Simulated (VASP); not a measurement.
# NaCl (Fm-3m) in VASP: settings compared

NaCl is run at these levels: r2SCAN, PBEsol; tasks: single point, relaxation of cell and atoms.

All numbers are computed with VASP 6.6.1; they aren't measurements. Logs are shortened: lines on timing, memory, paths and dates and some standing lists are left out, and cuts for length are marked.

### Step 1. The cell of the first run

Symmetry: Fm-3m, No. 225, cubic system. Conventional cell: a = 5.602 Å, b = 5.602 Å, c = 5.602 Å, α = 90.00°, β = 90.00°, γ = 90.00°. Within 3.7 Å of Na (site symmetry m-3m) lie 6 Cl at 2.80 Å. Within 3.7 Å of Cl (site symmetry m-3m) lie 6 Na at 2.80 Å.

### Step 2. Single point, r2SCAN

POSCAR reads:

```
NaCl
1.0
    0.0000000000      2.8009522086      2.8009522086
    2.8009522086      0.0000000000      2.8009522086
    2.8009522086      2.8009522086      0.0000000000
Na Cl
1 1
Direct
    0.0000000000      0.0000000000      0.0000000000
    0.5000000000      0.5000000000      0.5000000000
```

INCAR.step1 reads:

```
ALGO     = Normal         # electronic algorithm
EDIFF    = 1E-4           # SCF threshold, eV
ENCUT    = 520            # plane-wave cutoff, eV
GGA      = PE             # functional
ISMEAR   = 0              # smearing method
LASPH    = True           # aspherical terms in the spheres
LCHARG   = False          # write CHGCAR
LREAL    = False          # projectors in reciprocal space
LWAVE    = True           # write WAVECAR
NBANDS   = 14             # bands
NELM     = 100            # most SCF steps
PREC     = Accurate       # precision mode
SIGMA    = 0.02           # smearing width, eV
```

INCAR.step2 reads:

```
ALGO     = Normal         # electronic algorithm
EDIFF    = 1E-7           # SCF threshold, eV
ENCUT    = 520            # plane-wave cutoff, eV
ISIF     = 2              # what is computed and relaxed
ISMEAR   = 0              # smearing method
ISTART   = 1            
LASPH    = True           # aspherical terms in the spheres
LCHARG   = False          # write CHGCAR
LMIXTAU  = True         
LREAL    = False          # projectors in reciprocal space
LWAVE    = False          # write WAVECAR
METAGGA  = R2SCAN         # meta-GGA
NBANDS   = 14             # bands
NELM     = 100            # most SCF steps
PREC     = Accurate       # precision mode
SIGMA    = 0.02           # smearing width, eV
```

KPOINTS reads:

```
k-points
0
Gamma
  8 8 8
```

Potentials or basis: VASP PAW PBE potentials, release 64 (Na_pv, Cl).

Run with:

```bash
$ cat potpaw_PBE.64/Na_pv/POTCAR potpaw_PBE.64/Cl/POTCAR > POTCAR
$ cp INCAR.step1 INCAR
$ mpirun -np 1 vasp_std > vasp.out
$ cp INCAR.step2 INCAR
$ mpirun -np 1 vasp_std > vasp.out
```

OUTCAR:

```text
EDIFF = 1E-7
   ENCUT = 520
   ISIF = 2
   ISMEAR = 0
   ISTART = 1
   LASPH = True
   LREAL = False
   METAGGA = R2SCAN
   NELM = 100
   PREC = Accurate

 ion  position               nearest neighbor table
   1  0.000  0.000  0.000-
   2  0.500  0.500  0.500-

  LATTYP: Found a face centered cubic cell.
 ALAT       =     5.6019044172

  Lattice vectors:

 A1 = (   0.0000000000,   2.8009522086,   2.8009522086)
 A2 = (   2.8009522086,   0.0000000000,   2.8009522086)
 A3 = (   2.8009522086,   2.8009522086,   0.0000000000)

Analysis of symmetry for initial positions (statically):
=====================================================================
 Subroutine PRICEL returns:
 Original cell was already a primitive cell.

 Routine SETGRP: Setting up the symmetry group for a
 face centered cubic supercell.

 Subroutine GETGRP returns: Found 48 space group operations
 (whereof 48 operations were pure point group operations)
 out of a pool of 48 trial point group operations.

The static configuration has the point symmetry O_h .

Analysis of symmetry for dynamics (positions and initial velocities):
=====================================================================
 Subroutine PRICEL returns:
 Original cell was already a primitive cell.

 Routine SETGRP: Setting up the symmetry group for a
 face centered cubic supercell.

 Subroutine GETGRP returns: Found 48 space group operations
 (whereof 48 operations were pure point group operations)
 out of a pool of 48 trial point group operations.

The dynamic configuration has the point symmetry O_h .

 Subroutine INISYM returns: Found 48 space group operations
 (whereof 48 operations are pure point group operations),
 and found     1 'primitive' translations

----------------------------------------------------------------------------------------

                                     Primitive cell

  volume of cell :      43.9488

  direct lattice vectors                    reciprocal lattice vectors
     0.000000000  2.800952209  2.800952209    -0.178510722  0.178510722  0.178510722
     2.800952209  0.000000000  2.800952209     0.178510722 -0.178510722  0.178510722
     2.800952209  2.800952209  0.000000000     0.178510722  0.178510722 -0.178510722

  length of vectors
     3.961144601  3.961144601  3.961144601     0.309189640  0.309189640  0.309189640

  position of ions in fractional coordinates (direct lattice)
     0.000000000  0.000000000  0.000000000
     0.500000000  0.500000000  0.500000000

  ion indices of the primitive-cell ions
   primitive index   ion index
                 1           1
                 2           2

----------------------------------------------------------------------------------------

 KPOINTS: k-points

Automatic generation of k-mesh.
 Grid dimensions read from file:
 generate k-points for:    8    8    8

 Generating k-lattice:

  Cartesian coordinates                     Fractional coordinates (reciprocal lattice)
    -0.022313840  0.022313840  0.022313840     0.125000000  0.000000000  0.000000000
     0.022313840 -0.022313840  0.022313840     0.000000000  0.125000000  0.000000000
     0.022313840  0.022313840 -0.022313840     0.000000000  0.000000000  0.125000000

  Length of vectors
     0.038648705  0.038648705  0.038648705

  Shift w.r.t. Gamma in fractional coordinates (k-lattice)
     0.000000000  0.000000000  0.000000000

 Subroutine IBZKPT returns following result:
 ===========================================

 Found     29 irreducible k-points:

 Following reciprocal coordinates:
            Coordinates               Weight
  0.000000  0.000000  0.000000      1.000000
  0.125000  0.000000  0.000000      8.000000
  0.250000  0.000000  0.000000      8.000000
  0.375000  0.000000  0.000000      8.000000
  0.500000  0.000000  0.000000      4.000000
  0.125000  0.125000  0.000000      6.000000
[... 16 lines left out ...]
  0.500000  0.250000  0.125000     48.000000
 -0.375000  0.250000  0.125000     24.000000
 [... further k-points ...]
   k-points           NKPTS =     29   k-points in BZ     NKDIM =     29   number of bands    NBANDS=     14
   number of dos      NEDOS =    301   number of ions     NIONS =      2
   total plane-waves  NPLWV =  27000
   dimension x,y,z NGX =    30 NGY =   30 NGZ =   30
   dimension x,y,z NGXF=    60 NGYF=   60 NGZF=   60
   ions per type =               1   1
   NGX,Y,Z   is equivalent  to a cutoff of  12.59, 12.59, 12.59 a.u.
   NGXF,Y,Z  is equivalent  to a cutoff of  25.18, 25.18, 25.18 a.u.
 SYSTEM =  unknown system
   PREC   = accura    normal or accurate (medium, high low for compatibility)
   ISTART =      1    job   : 0-new  1-cont  2-samecut
   ICHARG =      0    charge: 1-file 2-atom 10-const
   ISPIN  =      1    spin polarized calculation?
   LNONCOLLINEAR =      F non collinear calculations
   LSORBIT =      F    spin-orbit coupling
   LASPH  =      T    aspherical Exc in radial PAW
[... 27 lines left out ...]
   METAGGA = R2SCAN    functional components
   LHFCALC =     F    Hartree Fock is set to
   AEXX    =    0.0000 exact exchange contribution
   IVDW    =     0    specifies the selected vdW correction
   LEPSILON=     F    determine dielectric tensor
   LRPA    =     F    only Hartree local field effects (RPA)
 non-spin polarized calculation
 Gauss-broadening in eV      SIGMA  =   0.02
  energy-cutoff  :      520.00
  volume of cell :       43.95
 maximum number of plane-waves:      1243
 NGX is ok and might be reduce to    30
   NGX = 15   NGY = 15   NGZ = 15

 number of electron      14.0000004 magnetization

 Free energy of the ion-electron system (eV)
  ---------------------------------------------------
  ext. energy  EPLUGINS =         0.00000000
  ---------------------------------------------------
  free energy    TOTEN  =       -13.79014184 eV

  energy without entropy =      -13.79014184  energy(sigma->0) =      -13.79014184

 E-fermi :  -0.9467     XC(G=0):  -8.7398

 val. band max:       -1.0461937905   @ k =   0.0000   0.0000   0.0000
 cond. band min:       4.9600329407   @ k =   0.0000   0.0000   0.0000
 fundamental gap:      6.0062267312
 Fermi energy:        -0.9466907835

 k-point     1 :       0.0000    0.0000    0.0000
  band No.  band energies     occupation
      1     -22.5281      2.00000
      2     -22.5277      2.00000
      3     -22.5277      2.00000
      4     -14.3155      2.00000
      5      -1.0462      2.00000
      6      -1.0462      2.00000
      7      -1.0462      2.00000
      8       4.9600      0.00000
      9      10.7332      0.00000
     10      10.7332      0.00000
     11      10.7332      0.00000
     12      13.0082      0.00000
     13      13.0082      0.00000
     14      14.6459      0.00000

 k-point     2 :       0.1250    0.0000    0.0000
  band No.  band energies     occupation
      1     -22.5324      2.00000
      2     -22.5284      2.00000
      3     -22.5280      2.00000
      4     -14.2651      2.00000
      5      -1.4151      2.00000
      6      -1.0910      2.00000
      7      -1.0910      2.00000
      8       5.4574      0.00000
      9      10.1961      0.00000
     10      10.9477      0.00000
     11      10.9478      0.00000
     12      12.7950      0.00000
     13      12.7950      0.00000
     14      15.6739      0.00000

 k-point     3 :       0.2500    0.0000    0.0000
  band No.  band energies     occupation
      1     -22.5436      2.00000
      2     -22.5291      2.00000
      3     -22.5287      2.00000
      4     -14.1397      2.00000
      5      -2.1626      2.00000
      6      -1.1956      2.00000
      7      -1.1956      2.00000
      8       6.4136      0.00000
      9       9.7165      0.00000
     10      11.1238      0.00000
     11      11.1241      0.00000
     12      13.0307      0.00000
     13      13.0308      0.00000
     14      15.8389      0.00000
[... 324 lines left out ...]
 k-point    23 :       0.5000    0.2500    0.1250
  band No.  band energies     occupation
      1     -22.5505      2.00000
      2     -22.5357      2.00000
      3     -22.5312      2.00000
      4     -13.9603      2.00000
      5      -2.6290      2.00000
      6      -1.7668      2.00000
      7      -1.4312      2.00000
      8       7.9542      0.00000
      9       9.3512      0.00000
     10       9.7719      0.00000
     11      11.8057      0.00000
     12      13.6012      0.00000
     13      16.0992      0.00000
     14      16.4796      0.00000

 k-point    24 :      -0.3750    0.2500    0.1250
  band No.  band energies     occupation
      1     -22.5527      2.00000
      2     -22.5362      2.00000
      3     -22.5321      2.00000
      4     -13.9191      2.00000
      5      -2.7531      2.00000
      6      -1.8494      2.00000
      7      -1.4866      2.00000
      8       8.0255      0.00000
      9       9.4978      0.00000
     10      10.0686      0.00000
     11      11.6187      0.00000
     12      14.2530      0.00000
     13      15.6874      0.00000
     14      16.5923      0.00000

 [... further k-points ...]

------------------------ aborting loop because EDIFF is reached ----------------------------------------

  FORCE on cell =-STRESS in cart. coord.  units (eV):
  Direction    XX          YY          ZZ          XY          YZ          ZX
  --------------------------------------------------------------------------------------
  -------------------------------------------------------------------------------------
  Total       -0.0277093     -0.0277093     -0.0277093     -0.0000000     -0.0000000      0.0000000
  in kB       -1.0101560     -1.0101560     -1.0101560     -0.0000000     -0.0000000      0.0000000
  external PRESSURE =      -1.0101560 kB  Pullay stress =       0.0000000 kB

 VOLUME and BASIS-vectors are now :
 -----------------------------------------------------------------------------
  energy-cutoff  :      520.00
  volume of cell :       43.95
      direct lattice vectors                 reciprocal lattice vectors
     0.000000000  2.800952209  2.800952209    -0.178510722  0.178510722  0.178510722
     2.800952209  0.000000000  2.800952209     0.178510722 -0.178510722  0.178510722
     2.800952209  2.800952209  0.000000000     0.178510722  0.178510722 -0.178510722

 POSITION                                       TOTAL-FORCE (eV/Angst)
 -----------------------------------------------------------------------------------
      0.00000      0.00000      0.00000        -0.000000     -0.000000     -0.000000
      2.80095      2.80095      2.80095         0.000000      0.000000      0.000000
 -----------------------------------------------------------------------------------
    total drift:                               -0.000000      0.000000      0.000000

  FREE ENERGIE OF THE ION-ELECTRON SYSTEM (eV)
  ---------------------------------------------------
  free  energy   TOTEN  =       -13.7901418415 eV

  energy  without entropy=      -13.7901418415  energy(sigma->0) =      -13.79014184
```

Run time: 3.3 min. Hardware: 1 thread of AMD EPYC 7R13, shared host; peak memory 0.14 GiB.

Results:

```yaml
Free_energy: -13.7901 eV
Pressure: -0.1 GPa
Band_gap_on_the_k_mesh: 6.01 eV, direct
```

Caveat: the PAW data sets were made with another functional, which shifts forces and pressure a little. r2SCAN opens gaps a little over a GGA but as a rule still falls short of measured ones.

### Step 3. Single point, PBEsol

This run uses another cell than the first one, of 17.04 Å³/atom, 0.775 times its volume.

INCAR reads:

```
  PREC = Accurate
  ENCUT = 520
  EDIFF = 1E-7
  ISMEAR = 0
  SIGMA = 0.1
  LREAL = False
  LASPH = True
  NELM = 80
  ALGO = Normal
  ISIF = 2
  LWAVE = False
  LCHARG = True
  GGA = PS
  LELF = True
  LVHAR = True
  NBANDS = 14
```

KPOINTS reads:

```
Automatic mesh
0
Gamma
  6 6 6
```

POSCAR reads:

```
NaCl
1.0
    0.0000000000      2.5731386328      2.5731386328
    2.5731386328      0.0000000000      2.5731386328
    2.5731386328      2.5731386328      0.0000000000
Na Cl
1 1
Direct
    0.0000000000      0.0000000000      0.0000000000
    0.5000000000      0.5000000000      0.5000000000
```

Potentials or basis: VASP PAW PBE potentials, release 64 (Na_pv, Cl).

Run with:

```bash
$ cat potpaw_PBE.64/Na_pv/POTCAR potpaw_PBE.64/Cl/POTCAR > POTCAR
$ mpirun -np 1 vasp_std > vasp.out
```

It took 9.8 s on 1 thread of Intel Xeon Platinum 8259CL at 2.50GHz (Skylake/Cascade Lake), shared host; peak memory 0.14 GiB.

It converged, with:

| Item | Value |
| --- | --- |
| Free energy | -6.7002 eV |
| Pressure | 12.2 GPa |
| Band gap on the k mesh | 6.18 eV, direct |

Levels at points of the mesh, in eV from the valence-band top:
| k point | band 5 | band 6 | band 7 | band 8 | band 9 | band 10 |
| --- | --- | --- | --- | --- | --- | --- |
| (0.00, 0.00, 0.00) | 0.00 | 0.00 | 0.00 | 6.18 | 11.13 | 11.13 |
| (0.50, 0.00, 0.00) | -2.99 | -0.48 | -0.48 | 7.47 | 11.44 | 11.44 |
| (0.50, 0.50, 0.00) | -2.58 | -0.93 | -0.93 | 7.44 | 8.16 | 13.26 |

Caveat: the PAW data sets were made with another functional, which shifts forces and pressure a little.

### Step 4. Single point, PBEsol

This run uses another cell than the first one, of 17.04 Å³/atom, 0.775 times its volume.

INCAR reads:

```
PREC = Accurate
ENCUT = 520
EDIFF = 1E-6
ISMEAR = 0
SIGMA = 0.01
LREAL = False
LASPH = True
NELM = 80
ALGO = Normal
ISIF = 2
LWAVE = False
LCHARG = True
GGA = PS
LELF = True
LVHAR = True
NBANDS = 14
```

KPOINTS reads:

```
regular mesh
0
Gamma
  8 8 8
```

POSCAR is that of step 3.

Run with:

```bash
$ cat potpaw_PBE.64/Na_pv/POTCAR potpaw_PBE.64/Cl/POTCAR > POTCAR
$ mpirun -np 1 vasp_std > vasp.out
```

Wall time 16 s (1 thread of Intel Xeon Platinum 8259CL at 2.50GHz (Skylake/Cascade Lake), shared host); peak memory 0.15 GiB.

The run converged. Its results:

| Quantity | Value |
| --- | --- |
| Free energy | -6.7003 eV |
| Pressure | 12.2 GPa |
| Band gap on the k mesh | 6.18 eV, direct |

Levels at points of the mesh, in eV from the valence-band top:
| k point | band 3 | band 4 | band 5 | band 6 | band 7 | band 8 | band 9 | band 10 | band 11 | band 12 |
| --- | --- | --- | --- | --- | --- | --- | --- | --- | --- | --- |
| (0.00, 0.00, 0.00) | -20.32 | -13.47 | 0.00 | 0.00 | 0.00 | 6.18 | 11.13 | 11.13 | 11.13 | 13.76 |
| (0.50, 0.00, 0.00) | -20.33 | -12.70 | -2.99 | -0.48 | -0.48 | 7.47 | 11.44 | 11.44 | 12.87 | 16.73 |
| (0.50, 0.50, 0.00) | -20.35 | -12.66 | -2.58 | -0.93 | -0.93 | 7.44 | 8.16 | 13.26 | 16.21 | 17.24 |

Caveat: the PAW data sets were made with another functional, which shifts forces and pressure a little. PBEsol gaps usually lie below the measured ones, often by a third to a half.

### Step 5. Single point, PBEsol

This run uses another cell than the first one, of 17.04 Å³/atom, 0.775 times its volume.

INCAR reads:

```
ALGO = Normal
EDIFF = 1E-6
ENCUT = 520
GGA = PS
ISIF = 2
ISMEAR = 0
LASPH = T
LCHARG = F
LREAL = F
LWAVE = F
NBANDS = 14
NELM = 80
PREC = Accurate
SIGMA = 0.02
```

KPOINTS reads:

```
k-points
0
Gamma
  8 8 8
```

POSCAR is that of step 4.

Run with:

```bash
$ cat potpaw_PBE.64/Na_pv/POTCAR potpaw_PBE.64/Cl/POTCAR > POTCAR
$ mpirun -np 1 vasp_std > vasp.out
```

It took 14 s on 1 thread of Intel Xeon Platinum 8259CL at 2.50GHz (Skylake/Cascade Lake), shared host; peak memory 0.15 GiB.

It converged, with:

* Free energy: -6.7003 eV
* Pressure: 12.2 GPa
* Band gap on the k mesh: 6.18 eV, direct

Levels at points of the mesh, in eV from the valence-band top:
```csv
k point,band 4,band 5,band 6,band 7,band 8,band 9,band 10,band 11
"(0.00, 0.00, 0.00)",-13.47,0.00,0.00,0.00,6.18,11.13,11.13,11.13
"(0.50, 0.00, 0.00)",-12.70,-2.99,-0.48,-0.48,7.47,11.44,11.44,12.87
"(0.50, 0.50, 0.00)",-12.66,-2.58,-0.93,-0.93,7.44,8.16,13.26,16.21
```

Caveat: the PAW data sets were made with another functional, which shifts forces and pressure a little.

### Step 6. Relaxation of cell and atoms, PBEsol, target pressure 12 GPa, at which the enthalpy is minimised

This run uses another cell than the first one, of 17.04 Å³/atom, 0.775 times its volume.

INCAR reads:

```
  PREC = Accurate
  ENCUT = 600
  EDIFF = 1E-6
  ISMEAR = 0
  SIGMA = 0.1
  LREAL = False
  LASPH = True
  NELM = 100
  ALGO = Normal
  ISIF = 3
  LWAVE = False
  LCHARG = False
  GGA = PS
  IBRION = 2
  NSW = 80
  EDIFFG = -0.05
  PSTRESS = 120.0
```

KPOINTS reads:

```
Automatic mesh
0
Gamma
  6 6 6
```

POSCAR is that of step 5.

Potentials or basis: VASP PAW PBE potentials, release 64 (Na_pv, Cl).

Run with:

```bash
$ cat potpaw_PBE.64/Na_pv/POTCAR potpaw_PBE.64/Cl/POTCAR > POTCAR
$ mpirun -np 1 vasp_std > vasp.out
```

Run time: 14 s. Hardware: 1 thread of Intel Xeon Platinum 8259CL at 2.50GHz (Skylake/Cascade Lake), shared host; peak memory 0.15 GiB.

It converged, with:

| Property | Result |
| --- | --- |
| Free energy | -6.7006 eV |
| Pressure after relaxing | 12.2 GPa |
| Band gap on the k mesh | 6.18 eV, direct |

Final structure:
```cif
data_structure
_symmetry_space_group_name_H-M 'P 1'
_symmetry_Int_Tables_number 1
_cell_length_a 3.6390
_cell_length_b 3.6390
_cell_length_c 3.6390
_cell_angle_alpha 60.000
_cell_angle_beta 60.000
_cell_angle_gamma 60.000
_cell_volume 34.07
loop_
_atom_site_label
_atom_site_type_symbol
_atom_site_fract_x
_atom_site_fract_y
_atom_site_fract_z
_atom_site_occupancy
Na1 Na 0.00000 0.00000 0.00000 1
Cl1 Cl 0.50000 0.50000 0.50000 1
```

Levels at points of the mesh, in eV from the valence-band top:
```tsv
k point	band 3	band 4	band 5	band 6	band 7	band 8	band 9	band 10	band 11
(0.00, 0.00, 0.00)	-20.32	-13.47	0.00	0.00	0.00	6.18	11.13	11.13	11.13
(0.50, 0.00, 0.00)	-20.33	-12.70	-2.99	-0.48	-0.48	7.47	11.44	11.44	12.87
(0.50, 0.50, 0.00)	-20.35	-12.66	-2.58	-0.93	-0.93	7.44	8.16	13.26	16.21
```

Caveat: the relaxation stopped at its first step, so nothing moved; the cell is relaxed towards a set pressure, so the enthalpy falls and the energy may rise; the PAW data sets were made with another functional, which shifts forces and pressure a little. As with any semilocal functional, this PBEsol gap is likely too small.

### Step 7. Overview

```tsv
task	level	cell	k mesh	cutoff (eV)	smearing	gap on the mesh (eV)	pressure (GPa)
single point	r2SCAN	a = 3.961 Å, angles 60.0°, 2 atoms	8 × 8 × 8	520	gaussian 0.02 eV	6.01	-0.1
single point	PBEsol	a = 3.639 Å, angles 60.0°, 2 atoms	6 × 6 × 6	520	gaussian 0.1 eV	6.18	12.2
single point	PBEsol	a = 3.639 Å, angles 60.0°, 2 atoms	8 × 8 × 8	520	gaussian 0.01 eV	6.18	12.2
single point	PBEsol	a = 3.639 Å, angles 60.0°, 2 atoms	8 × 8 × 8	520	gaussian 0.02 eV	6.18	12.2
relaxation of cell and atoms	PBEsol	relaxed to 12 GPa from a = 3.639 Å, angles 60.0°, 2 atoms	6 × 6 × 6	600	gaussian 0.1 eV	6.18	12.2
```

Alike in all rows: potentials or basis VASP PAW PBE potentials, release 64 (Na_pv, Cl); no spin polarisation.

Caveats: the PAW data sets were made with another functional, which shifts forces and pressure a little; the relaxation stopped at its first step, so nothing moved (some runs); the cell is relaxed towards a set pressure, so the enthalpy falls and the energy may rise (some runs).

Absolute energies hang on the potentials; compare differences alone.
